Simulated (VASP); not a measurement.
A run of VASP 6.6.1 is set up as follows.

INCAR

```
SYSTEM = Y
PREC = Accurate ; ENCUT = 600
EDIFF = 1E-6 ; ISMEAR = -1
SIGMA = 0.03 ; LREAL = .False.
LASPH = .True. ; NELM = 60
ALGO = Normal ; ISIF = 3
LWAVE = .False. ; LCHARG = .False.
GGA = PE ; IBRION = 2
NSW = 100 ; EDIFFG = -0.005
```

The input KPOINTS:

```
Automatic mesh
0
Gamma
  12 12 12
  0 0 0
```

The input POSCAR:

```
Y
1.0
    0.0000000000      2.3719483530      2.3719483530
    2.3719483530      0.0000000000      2.3719483530
    2.3719483530      2.3719483530      0.0000000000
Y
1
Direct
    0.0000000000      0.0000000000      0.0000000000
```

Potentials or basis: VASP PAW PBE potentials, release 64 (Y_sv).

Run with:

```bash
$ cat potpaw_PBE.64/Y_sv/POTCAR > POTCAR
$ mpirun -np 1 vasp_std > vasp.out
```

(1) Predict the space group after relaxing (to 0.05 Å).

(2) Estimate the relaxed cell.

(3) Estimate the relaxed volume.

Results:

(1) Fm-3m (No. 225).

(2) a = 3.576 Å, b = 3.576 Å, c = 3.576 Å, α = 60.00°, β = 60.00°, γ = 60.00°.

(3) 32.34 Å³/atom.

Caveat: the volume moved by over 15 % at a fixed basis, so the end points are rough.
